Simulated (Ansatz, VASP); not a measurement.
## One calculation of TiO2, two programs

File INCAR:

```
SYSTEM = TiO2
PREC     = Accurate       ! precision mode
ENCUT    = 520            ! plane-wave cutoff, eV
EDIFF    = 1E-6           ! SCF threshold, eV
ISMEAR   = 0              ! smearing method
SIGMA    = 0.05           ! smearing width, eV
LREAL    = .FALSE.        ! projectors in reciprocal space
LASPH    = .TRUE.         ! aspherical terms in the spheres
NELM     = 100            ! most SCF steps
ALGO     = Normal         ! electronic algorithm
ISIF     = 2              ! what is computed and relaxed
LWAVE    = .FALSE.        ! write WAVECAR
LCHARG   = .FALSE.        ! write CHGCAR
GGA      = PS             ! functional
NBANDS   = 33             ! bands
```

The input KPOINTS:

```
Automatic mesh
0
G
  6 6 10
  0 0 0
```

The input POSCAR:

```
TiO2
1.0
    4.5912476203      0.0000000000      0.0000000000
    0.0000000000      4.5912476203      0.0000000000
    0.0000000000      0.0000000000      2.9389940195
Ti O
2 4
Direct
    0.0000000000      0.0000000000      0.1488604594
    0.5000000000      0.5000000000      0.6488604594
    0.3044387440      0.3044387440      0.0000000000
    0.1955612560      0.8044387440      0.5000000000
    0.6955612560      0.6955612560      0.0000000000
    0.8044387440      0.1955612560      0.5000000000
```

Input for Ansatz:

```yaml
crystal:
  lattice:
    - [4.5912476203, 0.0, 0.0]
    - [0.0, 4.5912476203, 0.0]
    - [0.0, 0.0, 2.9389940195]
  atoms:
    - { symbol: Ti, position: [0.0, 0.0, 0.1488604594] }
    - { symbol: Ti, position: [0.5, 0.5, 0.6488604594] }
    - { symbol: O, position: [0.304438744, 0.304438744, 0.0] }
    - { symbol: O, position: [0.195561256, 0.804438744, 0.5] }
    - { symbol: O, position: [0.695561256, 0.695561256, 0.0] }
    - { symbol: O, position: [0.804438744, 0.195561256, 0.5] }
basis:
  ecutwfc: 420
kpoints:
  mp_grid: { grid: [6, 6, 10] }
hamiltonian:
  xc: pbesol
scf:
  occupations: { method: gaussian, width: 0.05 }
output:
  forces: true
  stress: true
  eigenvalues: true
```

Change from the starting cell: all Ti atoms moved +0.438 Å, as atom 1 along Cartesian [0 0 1].

Alike in both runs: task single point; functional PBEsol; k mesh 6 × 6 × 10; occupations gaussian, width 0.05 eV; no spin polarisation.

|  | VASP | Ansatz |
| --- | --- | --- |
| version | VASP 6.6.1 | Ansatz 0.2.0 |
| potentials or method | VASP PAW PBE potentials, release 64 (Ti_sv, O), cutoff 520 eV | scalar-relativistic, plane waves, PAW |
| valence electrons in the cell | 48 | 48 |

|  | VASP | Ansatz | Ansatz less VASP |
| --- | --- | --- | --- |
| gap on the k mesh at the Fermi level (eV) | 3.60 | 3.62 | +0.025 |
| least direct gap on the mesh (eV) | 3.60 | 3.62 | +0.025 |
| rms of the force components (eV/Å) | 3.319 | 3.166 | -0.1521 |

VASP's potentials were made for PBE, not for PBEsol. Atom by atom the forces differ by 0.152 eV/Å (rms over components).
